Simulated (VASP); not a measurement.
# CuO (Cc) in VASP: single point with LDA+U

Aim: the single point of CuO with LDA+U.

Program: VASP 6.6.1. These are calculated values, not measurements. Logs are shortened: lines on timing, memory, paths and dates and some standing lists are left out, and cuts for length are marked.

### 1 The cell of the first run

It takes space group Cc (No. 9, monoclinic). Conventional cell: a = 4.689 Å, b = 3.427 Å, c = 5.132 Å, α = 90.00°, β = 99.65°, γ = 90.00°. Cu (site symmetry 1) has 4 O at 1.91 to 2.02 Å within 2.5 Å. Within 2.5 Å of O (site symmetry 1) lie 4 Cu at 1.91 to 2.02 Å.

### 2 Single point, LDA+U, collinear spin

Contents of INCAR:

```
SYSTEM = CuO
PREC     = Accurate       ! precision mode
ENCUT    = 820            ! plane-wave cutoff, eV
EDIFF    = 1E-6           ! SCF threshold, eV
ISMEAR   = 0              ! smearing method
SIGMA    = 0.05           ! smearing width, eV
LREAL    = .FALSE.        ! projectors in reciprocal space
LASPH    = .TRUE.         ! aspherical terms in the spheres
NELM     = 200            ! most SCF steps
ALGO     = Normal         ! electronic algorithm
ISIF     = 2              ! what is computed and relaxed
LWAVE    = .FALSE.        ! write WAVECAR
LCHARG   = .TRUE.         ! write CHGCAR
ISPIN    = 2              ! spin polarisation
MAGMOM   = 0.51 -0.51 0 0 ! initial moments
LORBIT   = 11             ! projections on sites
LMAXMIX  = 4              ! l up to which the mixer works
LDAU     = .TRUE.         ! DFT+U
LDAUTYPE = 2            
LDAUL    = 2 -1           ! shell
LDAUU    = 4 0            ! U, eV
LDAUJ    = 0 0          
LDAUPRINT= 1            
GGA      = CA             ! functional
LELF     = .TRUE.         ! ELF
LVHAR    = .TRUE.       
NBANDS   = 37             ! bands
GGA_COMPAT= .FALSE.
```

Contents of KPOINTS:

```
regular mesh
0
G
  7 7 4
  0 0 0
```

Contents of POSCAR:

```
CuO
1.0
    2.3446497600     -1.7133998200      0.0000000000
    2.3446497600      1.7133998200      0.0000000000
   -0.8605499100      0.0000000000      5.0594394800
Cu O
2 2
Direct
    0.0032000000      0.4968000000      0.0000000000
    0.4968000000      0.0032000000      0.5000000000
    0.5714000000      0.4056000000      0.2537000000
    0.4056000000      0.5714000000      0.7537000000
```

Potentials or basis: VASP PAW LDA potentials, release 64 (Cu_sv_GW, O).

Run with:

```bash
cat potpaw_LDA.64/Cu_sv_GW/POTCAR potpaw_LDA.64/O/POTCAR > POTCAR
mpirun -np 1 vasp_std > vasp.out
```

OUTCAR:

```text
SYSTEM = CuO
   PREC = Accurate
   ENCUT = 820
   EDIFF = 1E-6
   ISMEAR = 0
   LREAL = .FALSE.
   LASPH = .TRUE.
   NELM = 200
   ISIF = 2
   ISPIN = 2
   LORBIT = 11
   GGA = CA

 ion  position               nearest neighbor table
   1  0.003  0.497  0.000-   4 1.91   3 1.93   4 1.98   3 2.02
   2  0.497  0.003  0.500-   3 1.91   4 1.93   3 1.98   4 2.02
   3  0.571  0.406  0.254-   2 1.91   1 1.93   2 1.98   1 2.02
   4  0.406  0.571  0.754-   1 1.91   2 1.93   1 1.98   2 2.02

  LATTYP: Found a base centered monoclinic cell.
 ALAT       =     4.6892995200
 B/A-ratio  =     0.7307700490
 C/A-ratio  =     1.0944283419
 COS(beta)  =    -0.1676798045

  Lattice vectors:

 A1 = (   2.3446497600,  -1.7133998200,   0.0000000000)
 A2 = (   2.3446497600,   1.7133998200,   0.0000000000)
 A3 = (  -0.8605499100,   0.0000000000,   5.0594394800)

Analysis of symmetry for initial positions (statically):
=====================================================================
 Subroutine PRICEL returns:
 Original cell was already a primitive cell.

 Routine SETGRP: Setting up the symmetry group for a
 base centered monoclinic supercell.

 Subroutine GETGRP returns: Found  2 space group operations
 (whereof  1 operations were pure point group operations)
 out of a pool of  4 trial point group operations.

The static configuration has the point symmetry C_1 .
 The point group associated with its full space group is C_1h.

Analysis of symmetry for dynamics (positions and initial velocities):
=====================================================================
 Subroutine PRICEL returns:
 Original cell was already a primitive cell.

 Routine SETGRP: Setting up the symmetry group for a
 base centered monoclinic supercell.

[... 225 lines left out ...]
  o =  0.9252  v =  0.0000  0.0000  0.0000  0.0000  0.0000  0.8577  0.2002  0.4122 -0.1995  0.1208      0.0000  0.0000  0.0000  0.0000  0.0000  0.0000  0.0000  0.0000  0.0000  0.0000
  o =  0.9434  v =  0.0000  0.0000  0.0000  0.0000  0.0000 -0.1189  0.0929  0.0698  0.2960  0.9406      0.0000  0.0000  0.0000  0.0000  0.0000  0.0000  0.0000  0.0000  0.0000  0.0000
  o =  0.9447  v =  0.0000  0.0000  0.0000  0.0000  0.0000 -0.1246  0.8133 -0.3640 -0.4314  0.0667      0.0000  0.0000  0.0000  0.0000  0.0000  0.0000  0.0000  0.0000  0.0000  0.0000
  o =  0.9453  v =  0.0292  0.3210 -0.2813 -0.4824 -0.7644  0.0000  0.0000  0.0000  0.0000  0.0000      0.0000  0.0000  0.0000  0.0000  0.0000  0.0000  0.0000  0.0000  0.0000  0.0000
  o =  0.9455  v =  0.1709 -0.6943  0.2683  0.2987 -0.5723  0.0000  0.0000  0.0000  0.0000  0.0000      0.0000  0.0000  0.0000  0.0000  0.0000  0.0000  0.0000  0.0000  0.0000  0.0000
  o =  0.9517  v =  0.0000  0.0000  0.0000  0.0000  0.0000 -0.4591  0.2834  0.8300 -0.0537 -0.1307      0.0000  0.0000  0.0000  0.0000  0.0000  0.0000  0.0000  0.0000  0.0000  0.0000
  o =  0.9519  v = -0.4632  0.2350  0.8298 -0.1647 -0.1204  0.0000  0.0000  0.0000  0.0000  0.0000      0.0000  0.0000  0.0000  0.0000  0.0000  0.0000  0.0000  0.0000  0.0000  0.0000
  o =  0.9725  v =  0.0000  0.0000  0.0000  0.0000  0.0000  0.1546  0.4577 -0.0616  0.8268 -0.2813      0.0000  0.0000  0.0000  0.0000  0.0000  0.0000  0.0000  0.0000  0.0000  0.0000

 number of electron      49.9999991 magnetization       0.0000000

 Free energy of the ion-electron system (eV)
  ---------------------------------------------------
  ext. energy  EPLUGINS =         0.00000000
  ---------------------------------------------------
  free energy    TOTEN  =       -20.12848265 eV

  energy without entropy =      -20.12848265  energy(sigma->0) =      -20.12848265

 E-fermi :   5.1373     XC(G=0): -12.8017

 val. band max:        4.9511101908   @ k =   0.0000   0.0000   0.0000
 cond. band min:       5.3284460839   @ k =   0.2857   0.1429   0.5000
 fundamental gap:      0.3773358931
 Fermi energy:         5.1372687736

 spin component 1

 k-point     1 :       0.0000    0.0000    0.0000
  band No.  band energies     occupation
      1    -106.3119      1.00000
      2    -105.6201      1.00000
      3     -64.5930      1.00000
      4     -64.5780      1.00000
      5     -63.7382      1.00000
      6     -63.7231      1.00000
[... 1913 lines left out ...]
     36      23.2984      0.00000
     37      25.1513      0.00000

 [... further k-points ...]

------------------------ aborting loop because EDIFF is reached ----------------------------------------

  FORCE on cell =-STRESS in cart. coord.  units (eV):
  Direction    XX          YY          ZZ          XY          YZ          ZX
  --------------------------------------------------------------------------------------
  -------------------------------------------------------------------------------------
  Total       -2.8100994     -1.9238552     -2.8577188      0.0000000      0.0000000      0.0826875
  in kB     -110.7549577    -75.8252516   -112.6317872      0.0000000      0.0000000      3.2589790
  external PRESSURE =     -99.7373322 kB  Pullay stress =       0.0000000 kB

 VOLUME and BASIS-vectors are now :
 -----------------------------------------------------------------------------
  energy-cutoff  :      820.00
  volume of cell :       40.65
      direct lattice vectors                 reciprocal lattice vectors
     2.344649760 -1.713399820  0.000000000     0.213251467 -0.291817470  0.036271514
     2.344649760  1.713399820  0.000000000     0.213251467  0.291817470  0.036271514
    -0.860549910  0.000000000  5.059439480     0.000000000  0.000000000  0.197650353

 POSITION                                       TOTAL-FORCE (eV/Angst)
 -----------------------------------------------------------------------------------
      1.17232      0.84573      0.00000        -0.601937      0.272704      0.266572
      0.74205     -0.84573      2.52972        -0.601937     -0.272704      0.266572
      2.07240     -0.28408      1.28358         0.601937      0.284159     -0.266572
      1.64213      0.28408      3.81330         0.601937     -0.284159     -0.266572
 -----------------------------------------------------------------------------------
    total drift:                               -0.006009      0.000000      0.002337

  FREE ENERGIE OF THE ION-ELECTRON SYSTEM (eV)
  ---------------------------------------------------
  free  energy   TOTEN  =       -20.1284826459 eV

  energy  without entropy=      -20.1284826456  energy(sigma->0) =      -20.12848265

 total charge

# of ion       s       p       d       f       tot
--------------------------------------------------
    1        2.242   6.371   8.883   0.013  17.510
    2        2.242   6.371   8.883   0.013  17.510
    3        1.547   3.404   0.000   0.000   4.951
    4        1.547   3.404   0.000   0.000   4.951
--------------------------------------------------
tot          7.578  19.551  17.767   0.025  44.921

 magnetization (x)

# of ion       s       p       d       f       tot
--------------------------------------------------
    1       -0.003  -0.005   0.565   0.000   0.557
    2        0.003   0.005  -0.565  -0.000  -0.557
    3       -0.000  -0.003   0.000   0.000  -0.003
    4        0.000   0.003   0.000   0.000   0.003
--------------------------------------------------
tot          0.000   0.000   0.000   0.000   0.000
```

stdout:

```text
POSCAR found type information on POSCAR CuO
 POSCAR found :  2 types and       4 ions
 scaLAPACK will be used
 LDA part: xc-table for (Slater(with rela. corr.)+CA(PZ))
 , standard interpolation
 POSCAR, INCAR and KPOINTS ok, starting setup
 FFT: planning ... GRIDC
 FFT: planning ... GRID_SOFT
 FFT: planning ... GRID
 WAVECAR not read
 entering main loop
```

Wall time 6.8 min (1 thread of Intel Xeon Platinum 8375C at 2.90GHz (Ice Lake), shared host); peak memory 0.36 GiB.

What came out:

- Free energy: -20.1285 eV
- Pressure: -10.0 GPa
- Largest force: 0.717 eV/Å
- Band gap on the k mesh: 0.38 eV (least direct gap 0.73 eV)
- Net moment: 0.00 μB per cell
- Site moments: Cu +0.56, -0.56; O -0.00, +0.00 μB
- Valence electrons inside the program's atomic spheres: Cu 17.51; O 4.95

Forces in eV/Å, atoms in the order of the input:
```
Cu  -0.602  0.273  0.267
Cu  -0.602 -0.273  0.267
O    0.602  0.284 -0.267
O    0.602 -0.284 -0.267
```

Levels at points of the mesh, in eV from the valence-band top:
Spin up:
| k point | band 22 | band 23 | band 24 | band 25 | band 26 | band 27 | band 28 | band 29 |
| --- | --- | --- | --- | --- | --- | --- | --- | --- |
| (0.00, 0.00, 0.00) | -2.50 | -2.37 | -2.06 | 0.00 | 1.60 | 1.85 | 6.30 | 8.34 |
| (0.00, 0.00, 0.50) | -2.86 | -1.64 | -1.62 | -0.33 | 1.33 | 4.09 | 4.18 | 11.80 |
Spin down:
```csv
k point,band 21,band 22,band 23,band 24,band 25,band 26,band 27,band 28,band 29,band 30
"(0.00, 0.00, 0.00)",-2.65,-2.50,-2.37,-2.06,0.00,1.60,1.85,6.30,8.34,13.50
"(0.00, 0.00, 0.50)",-3.10,-2.86,-1.64,-1.62,-0.33,1.33,4.09,4.18,11.80,11.81
```

Eigenvalues of the final occupation matrices:
```
    site  spin  trace               eigenvalues
site 1 d     1   4.74  0.93 0.94 0.94 0.95 0.97
site 1 d     2   4.17  0.41 0.92 0.95 0.95 0.95
site 2 d     1   4.17  0.41 0.92 0.95 0.95 0.95
site 2 d     2   4.74  0.93 0.94 0.94 0.95 0.97
```

Caveat: the cell stands under tension; semilocal functionals underestimate gaps, and a narrow one can read as zero.
